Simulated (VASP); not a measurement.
# Mo (Im-3m) in VASP: notebook, part 3 of 3

VASP 6.6.1. The steps go on from the part before.

## 5. Single point, PBEsol

INCAR reads:

```
PREC = Accurate
ENCUT = 520
EDIFF = 1E-6
ISMEAR = 0
SIGMA = 0.1
LREAL = F
LASPH = T
NELM = 80
ALGO = Normal
ISIF = 2
LWAVE = F
LCHARG = F
GGA = PS
NBANDS = 13
```

KPOINTS reads:

```
regular mesh
0
Gamma
  8 8 8
```

POSCAR reads:

```
Mo
1.0
   -1.5659380062      1.5659380062      1.5659380062
    1.5659380062     -1.5659380062      1.5659380062
    1.5659380062      1.5659380062     -1.5659380062
Mo
1
Direct
    0.0000000000      0.0000000000      0.0000000000
```

Potentials or basis: VASP PAW PBE potentials, release 64 (Mo_sv).

The run is started by

```sh
$ cat potpaw_PBE.64/Mo_sv/POTCAR > POTCAR
$ mpirun -np 1 vasp_std > vasp.out
```

OUTCAR:

```text
PREC = Accurate
   ENCUT = 520
   EDIFF = 1E-6
   ISMEAR = 0
   LREAL = F
   LASPH = T
   NELM = 80
   ISIF = 2
   GGA = PS

 ion  position               nearest neighbor table
   1  0.000  0.000  0.000-

  LATTYP: Found a body centered cubic cell.
 ALAT       =     3.1318760124

  Lattice vectors:

 A1 = (  -1.5659380062,   1.5659380062,   1.5659380062)
 A2 = (   1.5659380062,  -1.5659380062,   1.5659380062)
 A3 = (   1.5659380062,   1.5659380062,  -1.5659380062)

Analysis of symmetry for initial positions (statically):
=====================================================================
 Subroutine PRICEL returns:
 Original cell was already a primitive cell.

 Routine SETGRP: Setting up the symmetry group for a
 body centered cubic supercell.

 Subroutine GETGRP returns: Found 48 space group operations
 (whereof 48 operations were pure point group operations)
 out of a pool of 48 trial point group operations.

The static configuration has the point symmetry O_h .

Analysis of symmetry for dynamics (positions and initial velocities):
=====================================================================
 Subroutine PRICEL returns:
 Original cell was already a primitive cell.

 Routine SETGRP: Setting up the symmetry group for a
 body centered cubic supercell.

 Subroutine GETGRP returns: Found 48 space group operations
 (whereof 48 operations were pure point group operations)
 out of a pool of 48 trial point group operations.

The dynamic configuration has the point symmetry O_h .

 Subroutine INISYM returns: Found 48 space group operations
 (whereof 48 operations are pure point group operations),
 and found     1 'primitive' translations

----------------------------------------------------------------------------------------

                                     Primitive cell

  volume of cell :      15.3597

  direct lattice vectors                    reciprocal lattice vectors
    -1.565938006  1.565938006  1.565938006     0.000000000  0.319297442  0.319297442
     1.565938006 -1.565938006  1.565938006     0.319297442  0.000000000  0.319297442
     1.565938006  1.565938006 -1.565938006     0.319297442  0.319297442  0.000000000

  length of vectors
     2.712284188  2.712284188  2.712284188     0.451554773  0.451554773  0.451554773

  position of ions in fractional coordinates (direct lattice)
     0.000000000  0.000000000  0.000000000

  ion indices of the primitive-cell ions
   primitive index   ion index
                 1           1

----------------------------------------------------------------------------------------

 KPOINTS: regular mesh

Automatic generation of k-mesh.
 Grid dimensions read from file:
 generate k-points for:    8    8    8

 Generating k-lattice:

  Cartesian coordinates                     Fractional coordinates (reciprocal lattice)
     0.000000000  0.039912180  0.039912180     0.125000000  0.000000000  0.000000000
     0.039912180  0.000000000  0.039912180     0.000000000  0.125000000  0.000000000
     0.039912180  0.039912180  0.000000000     0.000000000  0.000000000  0.125000000

  Length of vectors
     0.056444347  0.056444347  0.056444347

  Shift w.r.t. Gamma in fractional coordinates (k-lattice)
     0.000000000  0.000000000  0.000000000

 Subroutine IBZKPT returns following result:
 ===========================================

 Found     29 irreducible k-points:

 Following reciprocal coordinates:
            Coordinates               Weight
  0.000000  0.000000  0.000000      1.000000
  0.125000  0.000000  0.000000     12.000000
  0.250000  0.000000  0.000000     12.000000
  0.375000  0.000000  0.000000     12.000000
  0.500000  0.000000  0.000000      6.000000
  0.125000  0.125000  0.000000     24.000000
[... 16 lines left out ...]
 -0.250000  0.250000  0.250000      6.000000
 -0.375000  0.375000  0.250000     24.000000
 [... further k-points ...]
   k-points           NKPTS =     29   k-points in BZ     NKDIM =     29   number of bands    NBANDS=     13
   number of dos      NEDOS =    301   number of ions     NIONS =      1
   total plane-waves  NPLWV =   8000
   dimension x,y,z NGX =    20 NGY =   20 NGZ =   20
   dimension x,y,z NGXF=    40 NGYF=   40 NGZF=   40
   ions per type =               1
   NGX,Y,Z   is equivalent  to a cutoff of  12.26, 12.26, 12.26 a.u.
   NGXF,Y,Z  is equivalent  to a cutoff of  24.52, 24.52, 24.52 a.u.
 SYSTEM =  unknown system
   PREC   = accura    normal or accurate (medium, high low for compatibility)
   ISTART =      0    job   : 0-new  1-cont  2-samecut
   ICHARG =      2    charge: 1-file 2-atom 10-const
   ISPIN  =      1    spin polarized calculation?
   LNONCOLLINEAR =      F non collinear calculations
   LSORBIT =      F    spin-orbit coupling
   LASPH  =      T    aspherical Exc in radial PAW
   ENCUT  =  520.0 eV  38.22 Ry    6.18 a.u.   5.04  5.04  5.04*2*pi/ulx,y,z
   NELM   =     80;   NELMIN=  2; NELMDL= -5     # of ELM steps
   EDIFF  = 0.1E-05   stopping-criterion for ELM
   LREAL  =      F    real-space projection
   EDIFFG = 0.1E-04   stopping-criterion for IOM
   NSW    =      0    number of steps for IOM
   IBRION =     -1    ionic relax: 0-MD 1-quasi-New 2-CG
   NFREE  =      0    steps in history (QN), initial steepest desc. (CG)
   ISIF   =      2    stress and relaxation
   ISYM   =      2    0-nonsym 1-usesym 2-fastsym
   POTIM  = 0.5000    time-step for ionic-motion
   TEBEG  =    0.0;   TEEND  =   0.0 temperature during run
   PSTRESS=    0.0 pullay stress
   NELECT =      14.0000    total number of electrons
   NUPDOWN=      -1.0000    fix difference up-down
   EMIN   =  10.00;   EMAX   =-10.00  energy-range for DOS
   EFERMI =   0.00;   METHOD = LEGACY
   ISMEAR =     0;   SIGMA  =   0.10  broadening in eV -4-tet -1-fermi 0-gaus
   EFERMI_NEDOS =   21; number of points for ismear=-14 and -15
   IALGO  =     38    algorithm
   IMIX   =      4    mixing-type and parameters
     AMIX     =   0.40;   BMIX     =  1.00
     AMIX_MAG =   1.60;   BMIX_MAG =  1.00
  volume/ion in A,a.u.               =      15.36       103.65
  Fermi-wavevector in a.u.,A,eV,Ry     =   1.587290  2.999543 34.279736  2.519490
  Thomas-Fermi vector in A             =   2.686470
   LORBIT       =      0    0 simple, 1 ext, 2 COOP (PROOUT), +10 PAW based schemes
   GGA     = PS    functional components
   LHFCALC =     F    Hartree Fock is set to
   AEXX    =    0.0000 exact exchange contribution
   IVDW    =     0    specifies the selected vdW correction
   LEPSILON=     F    determine dielectric tensor
   LRPA    =     F    only Hartree local field effects (RPA)
 non-spin polarized calculation
 Gauss-broadening in eV      SIGMA  =   0.10
  energy-cutoff  :      520.00
  volume of cell :       15.36
 maximum number of plane-waves:       427
   NGX =  9   NGY =  9   NGZ =  9

 number of electron      13.9999998 magnetization

 Free energy of the ion-electron system (eV)
  ---------------------------------------------------
  ext. energy  EPLUGINS =         0.00000000
  ---------------------------------------------------
  free energy    TOTEN  =       -11.75612365 eV

  energy without entropy =      -11.75145293  energy(sigma->0) =      -11.75378829

 E-fermi :  12.6174     XC(G=0): -13.6287

 val. band max:       12.5923002420   @ k =  -0.2500   0.2500   0.1250
 cond. band min:      12.7633680426   @ k =   0.3750   0.0000   0.0000
 fundamental gap:      0.1710678007
 Fermi energy:        12.6174367610

 k-point     1 :       0.0000    0.0000    0.0000
  band No.  band energies     occupation
      1     -48.4517      2.00000
      2     -21.6969      2.00000
      3     -21.6969      2.00000
      4     -21.6969      2.00000
      5       5.4063      2.00000
      6      11.3457      2.00000
      7      11.3457      2.00000
      8      11.3457      2.00000
      9      14.4257      0.00000
     10      14.4257      0.00000
     11      27.5828      0.00000
     12      27.5828      0.00000
     13      27.5828      0.00000
[... 353 lines left out ...]
 k-point    24 :      -0.3750    0.3750    0.2500
  band No.  band energies     occupation
      1     -48.1025      2.00000
      2     -22.8037      2.00000
      3     -22.3794      2.00000
      4     -22.2453      2.00000
      5       8.6902      2.00000
      6       9.2836      2.00000
      7      12.1005      2.00000
      8      12.9537      0.00000
      9      15.7197      0.00000
     10      17.8506      0.00000
     11      26.7701      0.00000
     12      28.8346      0.00000
     13      29.8503      0.00000

 [... further k-points ...]

------------------------ aborting loop because EDIFF is reached ----------------------------------------

  FORCE on cell =-STRESS in cart. coord.  units (eV):
  Direction    XX          YY          ZZ          XY          YZ          ZX
  --------------------------------------------------------------------------------------
  -------------------------------------------------------------------------------------
  Total        0.0467585      0.0467585      0.0467585      0.0000000     -0.0000000      0.0000000
  in kB        4.8773900      4.8773900      4.8773900      0.0000000     -0.0000000      0.0000000
  external PRESSURE =       4.8773900 kB  Pullay stress =       0.0000000 kB

 VOLUME and BASIS-vectors are now :
 -----------------------------------------------------------------------------
  energy-cutoff  :      520.00
  volume of cell :       15.36
      direct lattice vectors                 reciprocal lattice vectors
    -1.565938006  1.565938006  1.565938006     0.000000000  0.319297442  0.319297442
     1.565938006 -1.565938006  1.565938006     0.319297442  0.000000000  0.319297442
     1.565938006  1.565938006 -1.565938006     0.319297442  0.319297442  0.000000000

 POSITION                                       TOTAL-FORCE (eV/Angst)
 -----------------------------------------------------------------------------------
      0.00000      0.00000      0.00000        -0.000000      0.000000      0.000000
 -----------------------------------------------------------------------------------
    total drift:                                0.000000      0.000000      0.000000

  FREE ENERGIE OF THE ION-ELECTRON SYSTEM (eV)
  ---------------------------------------------------
  free  energy   TOTEN  =       -11.7561236492 eV

  energy  without entropy=      -11.7514529311  energy(sigma->0) =      -11.75378829
```

stdout:

```text
POSCAR found type information on POSCAR Mo
 POSCAR found :  1 types and       1 ions
 scaLAPACK will be used
 -----------------------------------------------------------------------------
|                                                                             |
|                                                                             |
|     You enforced a specific xc type in the INCAR file but a different       |
|     I HOPE YOU KNOW WHAT YOU ARE DOING!                                     |
|                                                                             |
 -----------------------------------------------------------------------------

 LDA part: xc-table for (Slater+PW92), standard interpolation
 POSCAR, INCAR and KPOINTS ok, starting setup
 FFT: planning ... GRIDC
 FFT: planning ... GRID_SOFT
 FFT: planning ... GRID
 WAVECAR not read
 entering main loop
```

Run time: 9.1 s. Hardware: 1 thread of Intel Xeon 8259CL, shared host; peak memory 0.13 GiB.

Results:

```
Free energy            : -11.7561 eV
Pressure               : 0.5 GPa
Band gap on the k mesh : zero (band 7 reaches 16.86 eV, above the bottom of band 8 at 11.35 eV)
```

Caveat: the PAW data sets were made with another functional, which shifts forces and pressure a little.

## 6. Summary

```csv
task,cell,k mesh,cutoff (eV),smearing,gap on the mesh (eV),pressure (GPa),relaxed volume (Å³/atom)
single point,"a = 2.710 Å, angles 109.5°, 1 atom",16 × 16 × 16,520,fermi-dirac 0.15 eV,none,0.5,-
relaxation of cell and atoms,"relaxed from a = 2.712 Å, angles 109.5°, 1 atom",16 × 16 × 16,600,gaussian 0.1 eV,none,0.0,15.34
relaxation of cell and atoms,"relaxed from a = 2.710 Å, angles 109.5°, 1 atom",16 × 16 × 16,600,fermi-dirac 0.15 eV,none,0.0,15.35
single point,"a = 2.712 Å, angles 109.5°, 1 atom",8 × 8 × 8,520,gaussian 0.1 eV,none,0.5,-
```

Alike in all rows: level PBEsol; potentials or basis VASP PAW PBE potentials, release 64 (Mo_sv); no spin polarisation.

Caveats: the PAW data sets were made with another functional, which shifts forces and pressure a little.

Absolute energies hang on the potentials; compare differences alone.
